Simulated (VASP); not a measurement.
# SiC (Moissanite 3C) (F-43m) in VASP: settings compared, part 2 of 2

VASP 6.6.1. Earlier steps stand in the parts before.

## Step 4: Single point, PBE

This run uses another cell than the first one, of 10.33 Å³/atom, 0.955 times its volume.

Input file INCAR:

```
SYSTEM = SiC
PREC = Accurate
ENCUT = 600
EDIFF = 1E-6
ISMEAR = 0
SIGMA = 0.01
LREAL = .FALSE.
LASPH = .TRUE.
NELM = 120
ALGO = Normal
ISIF = 2
LWAVE = .FALSE.
LCHARG = .TRUE.
GGA = PE
LELF = .TRUE.
LVHAR = .TRUE.
NBANDS = 11
GGA_COMPAT = .FALSE.
```

Input file KPOINTS:

```
regular mesh
0
G
  10 10 10
  0 0 0
```

Input file POSCAR:

```
SiC
1.0
    0.0000000000      2.1780496646      2.1780496646
    2.1780496646      0.0000000000      2.1780496646
    2.1780496646      2.1780496646      0.0000000000
Si C
1 1
Direct
    0.0000000000      0.0000000000      0.0000000000
    0.2500000000      0.2500000000      0.2500000000
```

Potentials or basis: VASP PAW PBE potentials, release 64 (Si, C).

Launch:

```sh
> cat potpaw_PBE.64/Si/POTCAR potpaw_PBE.64/C/POTCAR > POTCAR
> mpirun -np 1 vasp_std > vasp.out
```

OUTCAR:

```text
SYSTEM = SiC
   PREC = Accurate
   ENCUT = 600
   EDIFF = 1E-6
   ISMEAR = 0
   LREAL = .FALSE.
   LASPH = .TRUE.
   NELM = 120
   ISIF = 2
   GGA = PE

 ion  position               nearest neighbor table
   1  0.000  0.000  0.000-   2 1.89   2 1.89   2 1.89   2 1.89
   2  0.250  0.250  0.250-   1 1.89   1 1.89   1 1.89   1 1.89

  LATTYP: Found a face centered cubic cell.
 ALAT       =     4.3560993292

  Lattice vectors:

 A1 = (   0.0000000000,   2.1780496646,   2.1780496646)
 A2 = (   2.1780496646,   0.0000000000,   2.1780496646)
 A3 = (   2.1780496646,   2.1780496646,   0.0000000000)

Analysis of symmetry for initial positions (statically):
=====================================================================
 Subroutine PRICEL returns:
 Original cell was already a primitive cell.

 Routine SETGRP: Setting up the symmetry group for a
 face centered cubic supercell.

 Subroutine GETGRP returns: Found 24 space group operations
 (whereof 24 operations were pure point group operations)
 out of a pool of 48 trial point group operations.

The static configuration has the point symmetry T_d .

Analysis of symmetry for dynamics (positions and initial velocities):
[... 172 lines left out ...]
      4       8.1209      2.00000
      5      14.3697      0.00000
      6      15.4381      0.00000
      7      15.4381      0.00000
      8      15.4381      0.00000
      9      22.6360      0.00000
     10      22.6360      0.00000
     11      24.6223      0.00000
[... 309 lines left out ...]
 k-point    24 :       0.4000    0.3000    0.0000
  band No.  band energies     occupation
      1      -4.1480      2.00000
      2       2.5397      2.00000
      3       4.9674      2.00000
      4       5.4946      2.00000
      5      10.9922      0.00000
      6      13.7515      0.00000
      7      19.7571      0.00000
      8      20.0658      0.00000
      9      21.9042      0.00000
     10      26.2108      0.00000
     11      29.4011      0.00000

 [... further k-points ...]

------------------------ aborting loop because EDIFF is reached ----------------------------------------

  FORCE on cell =-STRESS in cart. coord.  units (eV):
  Direction    XX          YY          ZZ          XY          YZ          ZX
  --------------------------------------------------------------------------------------
  -------------------------------------------------------------------------------------
  Total        0.4345716      0.4345716      0.4345716     -0.0000000      0.0000000      0.0000000
  in kB       33.6929121     33.6929121     33.6929121     -0.0000000      0.0000000      0.0000000
  external PRESSURE =      33.6929121 kB  Pullay stress =       0.0000000 kB

 VOLUME and BASIS-vectors are now :
 -----------------------------------------------------------------------------
  energy-cutoff  :      600.00
  volume of cell :       20.66
      direct lattice vectors                 reciprocal lattice vectors
     0.000000000  2.178049665  2.178049665    -0.229563177  0.229563177  0.229563177
     2.178049665  0.000000000  2.178049665     0.229563177 -0.229563177  0.229563177
     2.178049665  2.178049665  0.000000000     0.229563177  0.229563177 -0.229563177

 POSITION                                       TOTAL-FORCE (eV/Angst)
 -----------------------------------------------------------------------------------
      0.00000      0.00000      0.00000        -0.000000      0.000000     -0.000000
      1.08902      1.08902      1.08902         0.000000     -0.000000      0.000000
 -----------------------------------------------------------------------------------
    total drift:                               -0.000000     -0.000000     -0.000000

  FREE ENERGIE OF THE ION-ELECTRON SYSTEM (eV)
  ---------------------------------------------------
  free  energy   TOTEN  =       -15.0585564598 eV

  energy  without entropy=      -15.0585564598  energy(sigma->0) =      -15.05855646
```

OSZICAR:

```text
N       E                     dE             d eps       ncg     rms          rms(c)
DAV:   1     0.481632867007E+01    0.48163E+01   -0.42983E+03  1074   0.690E+02
DAV:   2    -0.162121863228E+02   -0.21029E+02   -0.20162E+02  1311   0.115E+02
DAV:   3    -0.169135898197E+02   -0.70140E+00   -0.69990E+00  1274   0.172E+01
DAV:   4    -0.169164318560E+02   -0.28420E-02   -0.28418E-02  1180   0.140E+00
DAV:   5    -0.169164445966E+02   -0.12741E-04   -0.12741E-04  1261   0.885E-02    0.882E+00
DAV:   6    -0.151160450657E+02    0.18004E+01   -0.64905E+00  1157   0.114E+01    0.390E+00
DAV:   7    -0.150661547687E+02    0.49890E-01   -0.38869E-01  1229   0.356E+00    0.178E+00
DAV:   8    -0.150583492786E+02    0.78055E-02   -0.20547E-02  1175   0.956E-01    0.173E-01
DAV:   9    -0.150584433286E+02   -0.94050E-04   -0.16893E-03  1263   0.233E-01    0.113E-01
DAV:  10    -0.150585536967E+02   -0.11037E-03   -0.24207E-04  1166   0.947E-02    0.268E-02
DAV:  11    -0.150585560505E+02   -0.23538E-05   -0.43215E-05  1244   0.343E-02    0.701E-03
DAV:  12    -0.150585564598E+02   -0.40931E-06   -0.20022E-06  1064   0.855E-03
   1 F= -.15058556E+02 E0= -.15058556E+02  d E =-.314708E-26
```

stdout:

```text
POSCAR found type information on POSCAR SiC
 POSCAR found :  2 types and       2 ions
 scaLAPACK will be used
 LDA part: xc-table for (Slater+PW92), standard interpolation
 POSCAR, INCAR and KPOINTS ok, starting setup
 FFT: planning ... GRIDC
 FFT: planning ... GRID_SOFT
 FFT: planning ... GRID
 WAVECAR not read
 entering main loop
```

It took 15 s on 1 thread of Intel Xeon 6975P-C, shared host; peak memory 0.15 GiB.

Results:

* Free energy: -15.0586 eV
* Pressure: 3.4 GPa
* Band gap on the k mesh: 1.36 eV, indirect (least direct gap 4.54 eV)

Levels at points of the mesh, in eV from the valence-band top:
```csv
k point,band 2,band 3,band 4,band 5,band 6,band 7
"(0.00, 0.00, 0.00)",0.00,0.00,0.00,6.25,7.32,7.32
"(0.50, 0.00, 0.00)",-8.54,-1.05,-1.05,5.45,7.23,7.23
"(0.50, 0.50, 0.00)",-7.80,-3.19,-3.19,1.36,4.33,14.05
```

A k mesh can miss the band edges. As with any semilocal functional, this PBE gap is likely too small.

## Step 5: Single point, r2SCAN (volume changed by -6%)

Input file POSCAR:

```
SiC
1.0
    0.0000000000      2.1335871955      2.1335871955
    2.1335871955      0.0000000000      2.1335871955
    2.1335871955      2.1335871955      0.0000000000
Si C
1 1
Direct
    0.0000000000      0.0000000000      0.0000000000
    0.2500000000      0.2500000000      0.2500000000
```

Input file INCAR.step1:

```
PREC = Accurate
ENCUT = 660
ISMEAR = 0
SIGMA = 0.01
LREAL = F
LASPH = T
NELM = 120
NBANDS = 11
GGA = PE
ALGO = Normal
EDIFF = 1E-5
LWAVE = T
LCHARG = F
GGA_COMPAT = F
```

Input file INCAR.step2:

```
PREC = Accurate
ENCUT = 660
EDIFF = 1E-6
ISMEAR = 0
SIGMA = 0.01
LREAL = F
LASPH = T
NELM = 120
ALGO = Normal
ISIF = 2
LWAVE = F
LCHARG = T
METAGGA = R2SCAN
LMIXTAU = T
LELF = T
LVHAR = T
NBANDS = 11
ISTART = 1
GGA_COMPAT = F
```

Input file KPOINTS:

```
regular mesh
0
Gamma
  8 8 8
```

Launch:

```sh
> cat potpaw_PBE.64/Si/POTCAR potpaw_PBE.64/C/POTCAR > POTCAR
> cp INCAR.step1 INCAR
> mpirun -np 1 vasp_std > vasp.out
> cp INCAR.step2 INCAR
> mpirun -np 1 vasp_std > vasp.out
```

It took 34 s on 1 thread of Intel Xeon 6975P-C, shared host; peak memory 0.16 GiB.

It converged, with:

- Free energy: -19.2736 eV
- Pressure: 15.4 GPa
- Band gap on the k mesh: 1.68 eV, indirect (least direct gap 5.14 eV)

Levels at points of the mesh, in eV from the valence-band top:
```tsv
k point	band 1	band 2	band 3	band 4	band 5	band 6	band 7	band 8	band 9
(0.00, 0.00, 0.00)	-16.69	0.00	0.00	0.00	7.64	8.34	8.34	8.34	15.61
(0.50, 0.00, 0.00)	-12.82	-9.17	-1.12	-1.12	6.62	8.04	8.04	11.34	18.27
(0.50, 0.50, 0.00)	-11.29	-8.26	-3.46	-3.46	1.68	5.08	15.93	15.93	16.93
```

Caveat: the cell differs from its parent crystal (volume changed by -6%); the PAW data sets were made with another functional, which shifts forces and pressure a little.

## Step 6: Single point, r2SCAN

This run uses another cell than the first one, of 10.33 Å³/atom, 0.955 times its volume.

Input file POSCAR:

```
SiC
1.0
    0.0000000000      2.1780496646      2.1780496646
    2.1780496646      0.0000000000      2.1780496646
    2.1780496646      2.1780496646      0.0000000000
Si C
1 1
Direct
    0.0000000000      0.0000000000      0.0000000000
    0.2500000000      0.2500000000      0.2500000000
```

Input file INCAR.step1:

```
PREC = Accurate
ENCUT = 660
ISMEAR = 0
SIGMA = 0.01
LREAL = False
LASPH = True
NELM = 120
NBANDS = 11
GGA = PE
ALGO = Normal
EDIFF = 1E-5
LWAVE = True
LCHARG = False
GGA_COMPAT = False
```

Input file INCAR.step2:

```
PREC = Accurate
ENCUT = 660
EDIFF = 1E-6
ISMEAR = 0
SIGMA = 0.01
LREAL = False
LASPH = True
NELM = 120
ALGO = Normal
ISIF = 2
LWAVE = False
LCHARG = True
METAGGA = R2SCAN
LMIXTAU = True
LELF = True
LVHAR = True
NBANDS = 11
ISTART = 1
GGA_COMPAT = False
```

KPOINTS is that of step 5.

Potentials or basis: VASP PAW PBE potentials, release 64 (Si, C).

Launch:

```sh
> cat potpaw_PBE.64/Si/POTCAR potpaw_PBE.64/C/POTCAR > POTCAR
> cp INCAR.step1 INCAR
> mpirun -np 1 vasp_std > vasp.out
> cp INCAR.step2 INCAR
> mpirun -np 1 vasp_std > vasp.out
```

Run time: 34 s. Hardware: 1 thread of Intel Xeon 6975P-C, shared host; peak memory 0.16 GiB.

The run converged. Its results:

- Free energy: -19.3306 eV
- Pressure: -0.4 GPa
- Band gap on the k mesh: 1.73 eV, indirect (least direct gap 5.06 eV)

Levels at points of the mesh, in eV from the valence-band top:
| k point | band 1 | band 2 | band 3 | band 4 | band 5 | band 6 | band 7 | band 8 |
| --- | --- | --- | --- | --- | --- | --- | --- | --- |
| (0.00, 0.00, 0.00) | -16.19 | 0.00 | 0.00 | 0.00 | 6.85 | 7.86 | 7.86 | 7.86 |
| (0.50, 0.00, 0.00) | -12.56 | -8.82 | -1.11 | -1.11 | 6.01 | 7.76 | 7.76 | 10.96 |
| (0.50, 0.50, 0.00) | -11.09 | -8.05 | -3.34 | -3.34 | 1.73 | 4.83 | 15.15 | 15.15 |

Caveat: the PAW data sets were made with another functional, which shifts forces and pressure a little.

## Step 7: Overview

| level | cell | k mesh | cutoff (eV) | gap on the mesh (eV) | pressure (GPa) |
| --- | --- | --- | --- | --- | --- |
| PBE | a = 3.128 Å, angles 60.0°, 2 atoms | 8 × 8 × 8 | 600 | 1.40 | -6.1 |
| PBE | a = 3.158 Å, angles 60.0°, 2 atoms | 8 × 8 × 8 | 600 | 1.42 | -11.2 |
| PBE | a = 3.080 Å, angles 60.0°, 2 atoms | 10 × 10 × 10 | 600 | 1.36 | 3.4 |
| r2SCAN | a = 3.017 Å, angles 60.0°, 2 atoms | 8 × 8 × 8 | 660 | 1.68 | 15.4 |
| r2SCAN | a = 3.080 Å, angles 60.0°, 2 atoms | 8 × 8 × 8 | 660 | 1.73 | -0.4 |

Alike in all rows: task single point; potentials or basis VASP PAW PBE potentials, release 64 (Si, C); no spin polarisation; smearing gaussian 0.01 eV.

Caveats: the PAW data sets were made with another functional, which shifts forces and pressure a little (some runs).

Absolute energies hang on the potentials; compare differences alone.

## Step 8: Against experiment

Step 6. Against the measured gap of SiC, 2.4 eV (indirect; quoted in “Insight into the structural, elastic and electronic properties of a new orthorhombic 6O-SiC polytype”, 2020, pmc:7200658), the calculated 1.73 eV is off by -0.67 eV. The value is that of r2SCAN on a finite k mesh, which can miss the band edges, without temperature or zero-point motion.
